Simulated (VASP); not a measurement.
Runs of VASP 6.6.1 on Nb. The structure is that of space group Fd-3m (No. 227), or close to it. The cells are those of the table. 

```csv
task,spin,cell,k mesh,cutoff (eV),smearing,gap on the mesh (eV),pressure (GPa),moment (μB)
single point,off,"a = 4.009 Å, angles 60.0°, 2 atoms",10 × 10 × 10,520,fermi-dirac 0.1 eV,none,(c),-
single point,off,"a = 4.183 Å, angles 60.0°, 2 atoms",5 × 5 × 5,500,fermi-dirac 0.1 eV,none,0.4,-
single point,"non-collinear, zero start, SOC","a = 4.183 Å, angles 60.0°, 2 atoms",9 × 9 × 9,520,fermi-dirac 0.1 eV,-,0.0,0.00
single point,off,"a = 4.344 Å, angles 60.0°, 2 atoms",10 × 10 × 10,520,fermi-dirac 0.1 eV,none,(b),-
single point,off,"a = 4.183 Å, angles 60.0°, 2 atoms",9 × 9 × 9,520,fermi-dirac 0.1 eV,none,0.0,-
single point,off,"a = 4.183 Å, angles 60.0°, 2 atoms",10 × 10 × 10,520,fermi-dirac 0.1 eV,none,0.0,-
single point,off,"a = 4.292 Å, angles 60.0°, 2 atoms",10 × 10 × 10,520,fermi-dirac 0.1 eV,none,-4.4,-
single point,"collinear, ferromagnetic start","a = 4.339 Å, angles 60.0°, 2 atoms",15 × 15 × 15,520,fermi-dirac 0.05 eV,none,(a),0.00
relaxation of cell and atoms,off,"relaxed from a = 4.094 Å, angles 60.0°, 2 atoms",9 × 9 × 9,600,fermi-dirac 0.1 eV,none,0.0,-
single point,off,"a = 4.183 Å, angles 60.0°, 2 atoms",15 × 15 × 15,520,fermi-dirac 0.1 eV,none,-0.1,-
single point,off,"a = 4.127 Å, angles 60.0°, 2 atoms",10 × 10 × 10,520,fermi-dirac 0.1 eV,none,2.9,-
single point,off,"a = 4.069 Å, angles 60.0°, 2 atoms",10 × 10 × 10,520,fermi-dirac 0.1 eV,none,6.5,-
```

Alike in all rows: level PBE; potentials or basis VASP PAW PBE potentials, release 64 (Nb_sv).

Fill in the values left out.

(a) -6.0; (b) -5.9; (c) 10.9.

Caveats: some runs use coarse meshes.

A k mesh can miss the band edges, and rows without SOC leave out spin-orbit coupling on Nb.

A gap of «none» marks levels without a gap at the run's occupations.
